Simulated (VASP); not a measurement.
Set up this calculation in VASP 6.6.1, as the native input.

```
Task                   : single point
Functional             : PBE
Potentials or basis    : VASP PAW PBE potentials, release 64 (Ba_sv, Zr_sv, O)
Cutoff                 : 520 eV
k mesh                 : 6 × 6 × 6
Occupations            : gaussian, width 0.02 eV
Spin                   : no spin polarisation
Dipole correction      : no
Further INCAR settings : ALGO = Normal; EDIFF = 1e-07; NBANDS = 28
```

The structure of BaZrO3 lies in POSCAR:

```
BaZrO3
1.0
    4.2271626608      0.0000000000      0.0000000000
    0.0000000000      4.2271626608      0.0000000000
    0.0000000000      0.0000000000      4.2271626608
Ba Zr O
1 1 3
Direct
    0.0000000000      0.0000000000      0.0000000000
    0.5000000000      0.5000000000      0.5000000000
    0.0000000000      0.5000000000      0.5000000000
    0.5000000000      0.0000000000      0.5000000000
    0.5000000000      0.5000000000      0.0000000000
```

These files were run (other wordings do the same):

INCAR

```
SYSTEM = BaZrO3
  PREC = Accurate
  ENCUT = 520
  EDIFF = 1E-7
  ISMEAR = 0
  SIGMA = 0.02
  LREAL = .False.
  LASPH = .True.
  NELM = 100
  ALGO = Normal
  ISIF = 2
  LWAVE = .False.
  LCHARG = .False.
  GGA = PE
  NBANDS = 28
```

KPOINTS

```
Automatic mesh
0
Gamma
  6 6 6
  0 0 0
```

Potentials or basis: VASP PAW PBE potentials, release 64 (Ba_sv, Zr_sv, O).

Command:

```console
$ cat potpaw_PBE.64/Ba_sv/POTCAR potpaw_PBE.64/Zr_sv/POTCAR potpaw_PBE.64/O/POTCAR > POTCAR
$ mpirun -np 1 vasp_std > vasp.out
```

It gave:

```json
{
 "Pressure": "0.9 GPa",
 "Band gap on the k mesh": "3.13 eV, indirect (least direct gap 3.38 eV)"
}
```

Caveat: spin-orbit coupling is left out, which moves the levels of the heavy elements.

Run time: 72 s on 1 thread of AMD EPYC 7R13, with other jobs on the host, peak memory 0.17 GiB.
